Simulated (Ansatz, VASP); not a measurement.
**PtSe2: VASP beside Ansatz**

INCAR

```
ALGO = Normal ; EDIFF = 1E-6
ENCUT = 520 ; GGA = PS
ISIF = 2 ; ISMEAR = -1
LASPH = T ; LCHARG = T
LELF = T ; LREAL = F
LVHAR = T ; LWAVE = F
NBANDS = 18 ; NELM = 80
PREC = Accurate ; SIGMA = 0.05
```

Contents of KPOINTS:

```
k-points
0
Gamma
  8 8 5
```

POSCAR

```
PtSe2
1.0
    3.7970381507      0.0000000000      0.0000000000
   -1.8985190754      3.2883314977      0.0000000000
    0.0000000000      0.0000000000      5.1612801071
Pt Se
1 2
Direct
    0.0000000000      0.0000000000      0.0000000000
    0.6666666667      0.3333333333      0.7500000000
    0.3333333333      0.6666666667      0.2500000000
```

File input.yaml:

```yaml
crystal:
  lattice:
    - [3.7970381507, 0.0, 0.0]
    - [-1.8985190754, 3.2883314977, 0.0]
    - [0.0, 0.0, 5.1612801071]
  atoms:
    - { symbol: Pt, position: [0.0, 0.0, 0.0] }
    - { symbol: Se, position: [0.6666666667, 0.3333333333, 0.75] }
    - { symbol: Se, position: [0.3333333333, 0.6666666667, 0.25] }
hamiltonian:
  xc: pbesol
  pseudopotentials: { kind: paw }
kpoints:
  mp_grid: { grid: [8, 8, 5] }
scf:
  occupations: { method: fermi_dirac, width: 0.05 }
output:
  forces: true
  stress: true
  eigenvalues: true
  write_density: true
  write_potential: true
  elf: true
  volumetric_format: npy
```

Alike in both runs: task single point; functional PBEsol; k mesh 8 × 8 × 5; occupations fermi-dirac, width 0.05 eV; no spin polarisation.

|  | VASP | Ansatz |
| --- | --- | --- |
| version | VASP 6.6.1 | Ansatz 0.2.0 |
| potentials or method | VASP PAW PBE potentials, release 64 (Pt, Se) | Ansatz PAW |
| plane-wave cutoff (eV) | 520 | 420 |
| valence electrons in the cell | 22 | 50 |

```tsv
	VASP	Ansatz	Ansatz less VASP
gap on the k mesh at the Fermi level (eV)	none	none	-
pressure (GPa)	-4.8	-4.8	-0.04
traceless stress, the component that is largest in VASP (GPa)	0.76	0.79	+0.024
rms of the force components (eV/Å)	0.151	0.157	+0.0051
```

VASP's potentials were made for PBE, not for PBEsol. Atom by atom the forces differ by 0.005 eV/Å (rms over components). A gap of «none» marks a metal or a gap that the smearing closes. VASP's potentials hold 22 valence electrons a cell and Ansatz's 50, so a difference there can come from the potentials and not from the codes.

Neither program's run includes spin-orbit coupling.
